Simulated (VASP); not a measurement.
A run of VASP 6.6.1 is set up as follows.

INCAR

```
ALGO = Normal ; EDIFF = 1E-6
ENCUT = 750 ; GGA = PE
GGA_COMPAT = F ; ISIF = 2
ISMEAR = -1 ; LASPH = T
LCHARG = T ; LELF = T
LREAL = F ; LVHAR = T
LWAVE = F ; NBANDS = 8
NELM = 120 ; PREC = Accurate
SIGMA = 0.1
```

File KPOINTS:

```
k-points
0
Gamma
  17 17 17
```

Contents of POSCAR:

```
Li
1.0
   -1.3154554380      1.3154554380      1.3154554380
    1.3154554380     -1.3154554380      1.3154554380
    1.3154554380      1.3154554380     -1.3154554380
Li
1
Direct
    0.0000000000      0.0000000000      0.0000000000
```

Potentials or basis: VASP PAW PBE potentials, release 64 (Li_sv).

The run is started by

```bash
$ cat potpaw_PBE.64/Li_sv/POTCAR > POTCAR
$ mpirun -np 1 vasp_std > vasp.out
```

(1) Predict the pressure.

(2) Estimate the band gap on the k mesh.

## Answers

(1) 42.0 GPa.

(2) zero (an odd number of electrons rules out a gap without spin polarisation).

Caveat: the cell stands under pressure.
